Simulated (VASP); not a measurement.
# C (R-3m) in VASP: notebook

C is run at these levels: PBEsol; tasks: single point.

All numbers are computed with VASP 6.6.1; they aren't measurements. Logs are shortened: lines on timing, memory, paths and dates and some standing lists are left out, and cuts for length are marked.

### 1 The cell of the first run

The structure is trigonal, space group R-3m (No. 166). Conventional cell: a = 2.582 Å, b = 2.582 Å, c = 30.123 Å, α = 90.00°, β = 90.00°, γ = 120.00°. Within 2.0 Å of C (site symmetry 3m) lie 4 C at 1.50 to 1.57 Å. C (site symmetry 3m) has 4 C at 1.50 to 1.57 Å within 2.0 Å. C (site symmetry 3m) has 4 C at 1.50 to 1.57 Å within 2.0 Å. Within 2.0 Å of C (site symmetry 3m) lie 4 C at 1.52 to 1.57 Å. C (site symmetry 3m) has 4 C at 1.52 to 1.57 Å within 2.0 Å.

### 2 Single point, PBEsol

Input file INCAR:

```
SYSTEM = C
ALGO = Normal
EDIFF = 1E-6
ENCUT = 520
GGA = PS
ISIF = 2
ISMEAR = 0
LASPH = .TRUE.
LCHARG = .TRUE.
LELF = .TRUE.
LREAL = .FALSE.
LVHAR = .TRUE.
LWAVE = .FALSE.
NBANDS = 31
NELM = 100
PREC = Accurate
SIGMA = 0.05
```

Input file KPOINTS:

```
k-points
0
G
  12 12 12
  0 0 0
```

Input file POSCAR:

```
C
1.0
    1.2910000000      0.7453591975     10.0411333333
   -1.2910000000      0.7453591975     10.0411333333
    0.0000000000     -1.4907183950     10.0411333333
C
10
Direct
    0.0248220069      0.0248220069      0.0248220069
    0.9751779931      0.9751779931      0.9751779931
    0.1086877374      0.1086877374      0.1086877374
    0.8913122626      0.8913122626      0.8913122626
    0.1583652898      0.1583652898      0.1583652898
    0.8416347102      0.8416347102      0.8416347102
    0.3748635523      0.3748635523      0.3748635523
    0.6251364477      0.6251364477      0.6251364477
    0.4253181912      0.4253181912      0.4253181912
    0.5746818088      0.5746818088      0.5746818088
```

Potentials or basis: VASP PAW PBE potentials, release 64 (C).

Command:

```bash
$ cat potpaw_PBE.64/C/POTCAR > POTCAR
$ mpirun -np 1 vasp_std > vasp.out
```

OUTCAR:

```text
SYSTEM = C
   EDIFF = 1E-6
   ENCUT = 520
   GGA = PS
   ISIF = 2
   ISMEAR = 0
   LASPH = .TRUE.
   LREAL = .FALSE.
   NELM = 100
   PREC = Accurate

 ion  position               nearest neighbor table
   1  0.025  0.025  0.025-   2 1.50   7 1.57   7 1.57   7 1.57
   2  0.975  0.975  0.975-   1 1.50   8 1.57   8 1.57   8 1.57
   3  0.109  0.109  0.109-   5 1.50   9 1.57   9 1.57   9 1.57
   4  0.891  0.891  0.891-   6 1.50  10 1.57  10 1.57  10 1.57
   5  0.158  0.158  0.158-   3 1.50   6 1.57   6 1.57   6 1.57
   6  0.842  0.842  0.842-   4 1.50   5 1.57   5 1.57   5 1.57
   7  0.375  0.375  0.375-   9 1.52   1 1.57   1 1.57   1 1.57
   8  0.625  0.625  0.625-  10 1.52   2 1.57   2 1.57   2 1.57
   9  0.425  0.425  0.425-   7 1.52   3 1.57   3 1.57   3 1.57
  10  0.575  0.575  0.575-   8 1.52   4 1.57   4 1.57   4 1.57

  LATTYP: Found a trigonal (rhomboedric) cell.
 ALAT       =    10.1511871203
 COS(alpha) =     0.9676518973

  Lattice vectors:

 A1 = (   1.2910000000,   0.7453591975,  10.0411333333)
 A2 = (  -1.2910000000,   0.7453591975,  10.0411333333)
 A3 = (   0.0000000000,  -1.4907183950,  10.0411333333)

Analysis of symmetry for initial positions (statically):
=====================================================================
 Subroutine PRICEL returns:
 Original cell was already a primitive cell.

 Routine SETGRP: Setting up the symmetry group for a
 trigonal (rhombohedral) supercell.

 Subroutine GETGRP returns: Found 12 space group operations
 (whereof 12 operations were pure point group operations)
 out of a pool of 12 trial point group operations.

The static configuration has the point symmetry D_3d.

Analysis of symmetry for dynamics (positions and initial velocities):
=====================================================================
 Subroutine PRICEL returns:
 Original cell was already a primitive cell.

 Routine SETGRP: Setting up the symmetry group for a
 trigonal (rhombohedral) supercell.

 Subroutine GETGRP returns: Found 12 space group operations
 (whereof 12 operations were pure point group operations)
 out of a pool of 12 trial point group operations.

The dynamic configuration has the point symmetry D_3d.

 Subroutine INISYM returns: Found 12 space group operations
 (whereof 12 operations are pure point group operations),
 and found     1 'primitive' translations

----------------------------------------------------------------------------------------

                                     Primitive cell

  volume of cell :      57.9730

  direct lattice vectors                    reciprocal lattice vectors
     1.291000000  0.745359198 10.041133333     0.387296669  0.223605836  0.033196784
    -1.291000000  0.745359198 10.041133333    -0.387296669  0.223605836  0.033196784
     0.000000000 -1.490718395 10.041133333     0.000000000 -0.447211673  0.033196784

  length of vectors
    10.151187120 10.151187120 10.151187120     0.448442088  0.448442088  0.448442088

  position of ions in fractional coordinates (direct lattice)
     0.024822007  0.024822007  0.024822007
     0.975177993  0.975177993  0.975177993
     0.108687737  0.108687737  0.108687737
     0.891312263  0.891312263  0.891312263
     0.158365290  0.158365290  0.158365290
     0.841634710  0.841634710  0.841634710
     0.374863552  0.374863552  0.374863552
     0.625136448  0.625136448  0.625136448
     0.425318191  0.425318191  0.425318191
     0.574681809  0.574681809  0.574681809

  ion indices of the primitive-cell ions
   primitive index   ion index
                 1           1
                 2           2
                 3           3
                 4           4
                 5           5
                 6           6
                 7           7
                 8           8
                 9           9
                10          10

----------------------------------------------------------------------------------------

 KPOINTS: k-points

Automatic generation of k-mesh.
 Grid dimensions read from file:
 generate k-points for:   12   12   12

 Generating k-lattice:

  Cartesian coordinates                     Fractional coordinates (reciprocal lattice)
     0.032274722  0.018633820  0.002766399     0.083333333 -0.000000000  0.000000000
    -0.032274722  0.018633820  0.002766399    -0.000000000  0.083333333  0.000000000
     0.000000000 -0.037267639  0.002766399     0.000000000  0.000000000  0.083333333

  Length of vectors
     0.037370174  0.037370174  0.037370174

  Shift w.r.t. Gamma in fractional coordinates (k-lattice)
     0.000000000  0.000000000  0.000000000

 Subroutine IBZKPT returns following result:
 ===========================================

 Found    189 irreducible k-points:

 Following reciprocal coordinates:
            Coordinates               Weight
  0.000000  0.000000  0.000000      1.000000
  0.083333  0.000000  0.000000      6.000000
  0.166667  0.000000  0.000000      6.000000
  0.250000 -0.000000  0.000000      6.000000
  0.333333 -0.000000  0.000000      6.000000
  0.416667 -0.000000  0.000000      6.000000
[... 16 lines left out ...]
  0.500000  0.166667  0.000000     12.000000
 -0.416667  0.166667  0.000000     12.000000
 [... further k-points ...]
   k-points           NKPTS =    189   k-points in BZ     NKDIM =    189   number of bands    NBANDS=     31
   number of dos      NEDOS =    301   number of ions     NIONS =     10
   total plane-waves  NPLWV = 512000
   dimension x,y,z NGX =    80 NGY =   80 NGZ =   80
   dimension x,y,z NGXF=   160 NGYF=  160 NGZF=  160
   ions per type =              10
   NGX,Y,Z   is equivalent  to a cutoff of  13.10, 13.10, 13.10 a.u.
   NGXF,Y,Z  is equivalent  to a cutoff of  26.20, 26.20, 26.20 a.u.
 SYSTEM =  C
   PREC   = accura    normal or accurate (medium, high low for compatibility)
   ISTART =      0    job   : 0-new  1-cont  2-samecut
   ICHARG =      2    charge: 1-file 2-atom 10-const
   ISPIN  =      1    spin polarized calculation?
   LNONCOLLINEAR =      F non collinear calculations
   LSORBIT =      F    spin-orbit coupling
   LASPH  =      T    aspherical Exc in radial PAW
   ENCUT  =  520.0 eV  38.22 Ry    6.18 a.u.  18.87 18.87 18.87*2*pi/ulx,y,z
   NELM   =    100;   NELMIN=  2; NELMDL= -5     # of ELM steps
   EDIFF  = 0.1E-05   stopping-criterion for ELM
   LREAL  =      F    real-space projection
   EDIFFG = 0.1E-04   stopping-criterion for IOM
   NSW    =      0    number of steps for IOM
   IBRION =     -1    ionic relax: 0-MD 1-quasi-New 2-CG
   NFREE  =      0    steps in history (QN), initial steepest desc. (CG)
   ISIF   =      2    stress and relaxation
   ISYM   =      2    0-nonsym 1-usesym 2-fastsym
   POTIM  = 0.5000    time-step for ionic-motion
   TEBEG  =    0.0;   TEEND  =   0.0 temperature during run
   PSTRESS=    0.0 pullay stress
   NELECT =      40.0000    total number of electrons
   NUPDOWN=      -1.0000    fix difference up-down
   EMIN   =  10.00;   EMAX   =-10.00  energy-range for DOS
   EFERMI =   0.00;   METHOD = LEGACY
   ISMEAR =     0;   SIGMA  =   0.05  broadening in eV -4-tet -1-fermi 0-gaus
   EFERMI_NEDOS =   21; number of points for ismear=-14 and -15
   IALGO  =     38    algorithm
   IMIX   =      4    mixing-type and parameters
     AMIX     =   0.40;   BMIX     =  1.00
     AMIX_MAG =   1.60;   BMIX_MAG =  1.00
  volume/ion in A,a.u.               =       5.80        39.12
  Fermi-wavevector in a.u.,A,eV,Ry     =   1.446615  2.733705 28.472833  2.092694
  Thomas-Fermi vector in A             =   2.564663
   LORBIT       =      0    0 simple, 1 ext, 2 COOP (PROOUT), +10 PAW based schemes
   GGA     = PS    functional components
   LHFCALC =     F    Hartree Fock is set to
   AEXX    =    0.0000 exact exchange contribution
   IVDW    =     0    specifies the selected vdW correction
   LEPSILON=     F    determine dielectric tensor
   LRPA    =     F    only Hartree local field effects (RPA)
 non-spin polarized calculation
 Gauss-broadening in eV      SIGMA  =   0.05
  energy-cutoff  :      520.00
  volume of cell :       57.97
 maximum number of plane-waves:      1576
 NGX is ok and might be reduce to    80
   NGX = 37   NGY = 37   NGZ = 37

 number of electron      40.0000003 magnetization

 Free energy of the ion-electron system (eV)
  ---------------------------------------------------
  ext. energy  EPLUGINS =         0.00000000
  ---------------------------------------------------
  free energy    TOTEN  =       -95.66701777 eV

  energy without entropy =      -95.66701777  energy(sigma->0) =      -95.66701777

 E-fermi :   9.8238     XC(G=0): -13.3193

 val. band max:        9.5519811310   @ k =   0.0000   0.0000   0.0000
 cond. band min:      13.1872950037   @ k =   0.5000   0.5000   0.0000
 fundamental gap:      3.6353138727
 Fermi energy:         9.8238000438

 k-point     1 :       0.0000    0.0000    0.0000
  band No.  band energies     occupation
      1     -11.8580      2.00000
      2     -10.7188      2.00000
      3     -10.6614      2.00000
      4      -7.2949      2.00000
      5      -7.2740      2.00000
      6      -1.5851      2.00000
[... 23 lines left out ...]
     30      16.7542      0.00000
     31      16.7653      0.00000

 k-point     2 :       0.0833    0.0000    0.0000
  band No.  band energies     occupation
      1     -11.6944      2.00000
      2     -10.5987      2.00000
      3     -10.4579      2.00000
      4      -7.2526      2.00000
      5      -7.0101      2.00000
      6      -1.6191      2.00000
[... 23 lines left out ...]
     30      17.1521      0.00000
     31      17.2936      0.00000

 k-point     3 :       0.1667    0.0000    0.0000
  band No.  band energies     occupation
      1     -11.2057      2.00000
      2     -10.1763      2.00000
      3      -9.9146      2.00000
      4      -6.9139      2.00000
      5      -6.4374      2.00000
      6      -1.4217      2.00000
[... 703 lines left out ...]
     30      19.9349      0.00000
     31      19.9862      0.00000

 k-point    24 :      -0.4167    0.1667    0.0000
  band No.  band energies     occupation
      1      -6.2966      2.00000
      2      -5.9132      2.00000
      3      -5.5106      2.00000
      4      -4.5660      2.00000
      5      -4.3646      2.00000
      6      -3.2284      2.00000
[... 23 lines left out ...]
     30      19.8962      0.00000
     31      19.9937      0.00000

 [... further k-points ...]

------------------------ aborting loop because EDIFF is reached ----------------------------------------

  FORCE on cell =-STRESS in cart. coord.  units (eV):
  Direction    XX          YY          ZZ          XY          YZ          ZX
  --------------------------------------------------------------------------------------
  -------------------------------------------------------------------------------------
  Total      -11.9539857    -11.9539857     12.2952500      0.0000000      0.0000000      0.0000000
  in kB     -330.3676194   -330.3676194    339.7990053      0.0000000      0.0000000      0.0000000
  external PRESSURE =    -106.9787445 kB  Pullay stress =       0.0000000 kB

 VOLUME and BASIS-vectors are now :
 -----------------------------------------------------------------------------
  energy-cutoff  :      520.00
  volume of cell :       57.97
      direct lattice vectors                 reciprocal lattice vectors
     1.291000000  0.745359198 10.041133333     0.387296669  0.223605836  0.033196784
    -1.291000000  0.745359198 10.041133333    -0.387296669  0.223605836  0.033196784
     0.000000000 -1.490718395 10.041133333     0.000000000 -0.447211673  0.033196784

 POSITION                                       TOTAL-FORCE (eV/Angst)
 -----------------------------------------------------------------------------------
      0.00000      0.00000      0.74772         0.000000     -0.000000      0.221265
      0.00000      0.00000     29.37568         0.000000      0.000000     -0.221265
      0.00000      0.00000      3.27404         0.000000     -0.000000     -0.213155
      0.00000      0.00000     26.84936         0.000000      0.000000      0.213155
      0.00000      0.00000      4.77050         0.000000      0.000000      0.364440
      0.00000      0.00000     25.35290         0.000000     -0.000000     -0.364440
      0.00000      0.00000     11.29216         0.000000      0.000000     -0.340425
      0.00000      0.00000     18.83124         0.000000      0.000000      0.340425
      0.00000      0.00000     12.81203         0.000000     -0.000000      0.343812
      0.00000      0.00000     17.31137         0.000000      0.000000     -0.343812
 -----------------------------------------------------------------------------------
    total drift:                                0.000000      0.000000     -0.000000

  FREE ENERGIE OF THE ION-ELECTRON SYSTEM (eV)
  ---------------------------------------------------
  free  energy   TOTEN  =       -95.6670177683 eV

  energy  without entropy=      -95.6670177683  energy(sigma->0) =      -95.66701777
```

It took 34 min on 1 thread of Intel Xeon 6975P-C (Granite Rapids), shared host; peak memory 0.96 GiB.

What came out:

```yaml
Free_energy: -95.6670 eV
Pressure: -10.7 GPa
Largest_force: 0.364 eV/Å
Band_gap_on_the_k_mesh: 3.64 eV (least direct gap 4.59 eV)
```

Forces in eV/Å, atoms in the order of the input:
```
C    0.000  0.000  0.221
C    0.000  0.000 -0.221
C    0.000  0.000 -0.213
C    0.000  0.000  0.213
C    0.000  0.000  0.364
C    0.000  0.000 -0.364
C    0.000  0.000 -0.340
C    0.000  0.000  0.340
C    0.000  0.000  0.344
C    0.000  0.000 -0.344
```

Levels at points of the mesh, in eV from the valence-band top:
| k point | band 16 | band 17 | band 18 | band 19 | band 20 | band 21 | band 22 | band 23 | band 24 | band 25 |
| --- | --- | --- | --- | --- | --- | --- | --- | --- | --- | --- |
| (0.00, 0.00, 0.00) | -1.59 | -1.59 | -0.31 | 0.00 | 0.00 | 4.59 | 4.59 | 6.24 | 6.24 | 6.39 |
| (0.50, 0.00, 0.00) | -4.66 | -4.51 | -4.45 | -3.45 | -2.65 | 3.88 | 3.91 | 5.88 | 6.07 | 6.78 |
| (0.50, 0.50, 0.00) | -5.43 | -4.03 | -4.02 | -3.26 | -3.24 | 3.64 | 4.64 | 4.77 | 6.02 | 7.45 |
| (0.50, 0.50, 0.50) | -1.58 | -0.60 | -0.60 | -0.55 | -0.55 | 5.19 | 5.19 | 5.32 | 5.32 | 6.39 |

Caveat: the stress differs along the axes, from -33 to 34 GPa; the PAW data sets were made with another functional, which shifts forces and pressure a little. A k mesh can miss the band edges.

### 3 Single point, PBEsol

This run uses another cell than the first one, of 5.84 Å³/atom.

Input file INCAR:

```
SYSTEM = C
PREC = Accurate
ENCUT = 520
EDIFF = 1E-6
ISMEAR = 0
SIGMA = 0.05
LREAL = .FALSE.
LASPH = .TRUE.
NELM = 80
ALGO = Normal
ISIF = 2
LWAVE = .FALSE.
LCHARG = .TRUE.
GGA = PS
LELF = .TRUE.
LVHAR = .TRUE.
NBANDS = 31
```

Input file KPOINTS:

```
Automatic mesh
0
G
  12 12 12
  0 0 0
```

Changes to POSCAR since step 2:

```diff
@@ -2,5 +2,5 @@
 1.0
-    1.2910000000      0.7453591975     10.0411333333
-   -1.2910000000      0.7453591975     10.0411333333
-    0.0000000000     -1.4907183950     10.0411333333
+    1.2784500000      0.7381134516     10.3162177860
+   -1.2784500000      0.7381134516     10.3162177860
+    0.0000000000     -1.4762269033     10.3162177860
 C
```

Potentials or basis: VASP PAW PBE potentials, release 64 (C).

Command:

```bash
$ cat potpaw_PBE.64/C/POTCAR > POTCAR
$ mpirun -np 1 vasp_std > vasp.out
```

Wall time 35 min (1 thread of Intel Xeon 6975P-C (Granite Rapids), shared host); peak memory 0.97 GiB.

The run converged. Its results:

* Free energy: -96.0260 eV
* Pressure: -15.4 GPa
* Largest force: 0.084 eV/Å
* Band gap on the k mesh: 4.10 eV (least direct gap 5.01 eV)

Forces in eV/Å, atoms in the order of the input:
```
C    0.000  0.000  0.039
C    0.000  0.000 -0.039
C    0.000  0.000 -0.038
C    0.000  0.000  0.038
C    0.000  0.000  0.075
C    0.000  0.000 -0.075
C    0.000  0.000 -0.083
C    0.000  0.000  0.083
C    0.000  0.000  0.084
C    0.000  0.000 -0.084
```

Stress tensor (GPa, compression positive):
```
-22.82   0.00   0.00
  0.00 -22.82   0.00
  0.00   0.00  -0.55
```

Levels at points of the mesh, in eV from the valence-band top:
| k point | band 17 | band 18 | band 19 | band 20 | band 21 | band 22 | band 23 | band 24 |
| --- | --- | --- | --- | --- | --- | --- | --- | --- |
| (0.00, 0.00, 0.00) | -1.37 | -0.20 | 0.00 | 0.00 | 5.01 | 5.01 | 5.78 | 6.48 |
| (0.50, 0.00, 0.00) | -4.39 | -4.34 | -3.45 | -2.79 | 4.37 | 4.38 | 6.12 | 6.26 |
| (0.50, 0.50, 0.00) | -4.06 | -4.01 | -3.30 | -3.28 | 4.14 | 5.05 | 5.13 | 5.51 |
| (0.50, 0.50, 0.50) | -0.50 | -0.50 | -0.45 | -0.45 | 5.52 | 5.52 | 5.63 | 5.63 |

Caveat: the stress differs along the axes, from -23 to -1 GPa; the PAW data sets were made with another functional, which shifts forces and pressure a little.
